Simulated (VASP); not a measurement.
Here is a VASP 6.6.1 calculation.

File INCAR:

```
PREC = Accurate ; ENCUT = 520
EDIFF = 1E-6 ; ISMEAR = 0
SIGMA = 0.15 ; LREAL = F
LASPH = T ; NELM = 100
ALGO = Fast ; ISIF = 2
LWAVE = F ; LCHARG = T
GGA = PS ; LELF = T
LVHAR = T ; NBANDS = 14
```

KPOINTS

```
regular mesh
0
Gamma
  14 14 14
```

Contents of POSCAR:

```
MgAu
1.0
    3.2590000000      0.0000000000      0.0000000000
    0.0000000000      3.2590000000      0.0000000000
    0.0000000000      0.0000000000      3.2590000000
Mg Au
1 1
Direct
    0.5000000000      0.5000000000      0.5000000000
    0.0000000000      0.0000000000      0.0000000000
```

Potentials or basis: VASP PAW PBE potentials, release 64 (Mg, Au).

The run is started by

```console
$ cat potpaw_PBE.64/Mg/POTCAR potpaw_PBE.64/Au/POTCAR > POTCAR
$ mpirun -np 1 vasp_std > vasp.out
```

(1) Predict the pressure.

Answers

(1) -0.3 GPa.

Caveat: the PAW data sets were made with another functional, which shifts forces and pressure a little.
